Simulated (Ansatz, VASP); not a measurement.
# Mg4Se in VASP and in Ansatz

```
Mg Se
1.0
     2.48964    1.43739    6.24701
    -2.48964    1.43739    6.24701
     0.00000   -2.87479    6.24701
Mg Se
4 1
Cartesian
  0.0000 0.0000 3.0566
  0.0000 0.0000 6.3583
  0.0000 0.0000 11.7260
  0.0000 0.0000 17.4522
  0.0000 0.0000 8.9760
```

Alike in both runs: functional PBE; k mesh 4 × 4 × 4; occupations gaussian, width 0.2 eV; no spin polarisation.

Ansatz relaxed the structure, and its values are those at the end. VASP's run is a single point on that final structure, the one shown.

|  | VASP | Ansatz |
| --- | --- | --- |
| version | VASP 6.6.1 | Ansatz 0.2.0 |
| potentials or method | VASP PAW PBE potentials, release 64 (Mg, Se), cutoff 600 eV | scalar-relativistic, plane waves, PAW |
| valence electrons in the cell | 14 | 56 |

```csv
,VASP,Ansatz,Ansatz less VASP
gap on the k mesh at the Fermi level (eV),none,none,-
pressure (GPa),-0.3,-0.2,+0.07
rms of the force components (eV/Å),0.022,0.020,-0.0013
```

A gap of «none» marks a metal or a gap that the smearing closes. The functional is the same, so the differences come from potentials, cutoffs and numerics. VASP's potentials hold 14 valence electrons a cell and Ansatz's 56, so a difference there can come from the potentials and not from the codes.

The k mesh is coarse, so the values compare programs but aren't converged.
